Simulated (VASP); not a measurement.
Here is a VASP 6.6.1 calculation.

INCAR

```
  ALGO = Fast
  EDIFF = 1E-6
  ENCUT = 520
  GGA = PE
  ISIF = 2
  ISMEAR = 0
  ISPIN = 2
  LASPH = True
  LCHARG = True
  LELF = True
  LMAXMIX = 4
  LORBIT = 11
  LREAL = False
  LVHAR = True
  LWAVE = False
  MAGMOM = 0.3 0 0 0 0 0.11
  NBANDS = 27
  NELM = 150
  PREC = Accurate
  SIGMA = 0.1
```

The input KPOINTS:

```
k-points
0
Gamma
  8 8 8
```

Contents of POSCAR:

```
ScAl4As
1.0
    0.0000000000      3.7862290261      3.7862290261
    3.7862290261      0.0000000000      3.7862290261
    3.7862290261      3.7862290261      0.0000000000
Sc Al As
1 4 1
Direct
    0.2500000000      0.2500000000      0.2500000000
    0.6243847263      0.1268458211      0.6243847263
    0.6243847263      0.6243847263      0.1268458211
    0.6243847263      0.6243847263      0.6243847263
    0.1268458211      0.6243847263      0.6243847263
    0.0000000000      0.0000000000      0.0000000000
```

Potentials or basis: VASP PAW PBE potentials, release 64 (Sc_sv, Al, As).

Run with:

```sh
$ cat potpaw_PBE.64/Sc_sv/POTCAR potpaw_PBE.64/Al/POTCAR potpaw_PBE.64/As/POTCAR > POTCAR
$ mpirun -np 1 vasp_std > vasp.out
```

Problem. Estimate the pressure.

Solution. 0.0 GPa.

Problem. Predict the band gap on the k mesh.

Solution. Zero (filled and empty bands overlap).

Problem. What does it give for the net moment?

Solution. 0.01 μB per cell.

Forces in eV/Å, atoms in the order of the input:
```
Sc   0.000  0.000  0.000
Al  -0.001  0.001 -0.001
Al  -0.001 -0.001  0.001
Al   0.001  0.001  0.001
Al   0.001 -0.001 -0.001
As   0.000  0.000  0.000
```
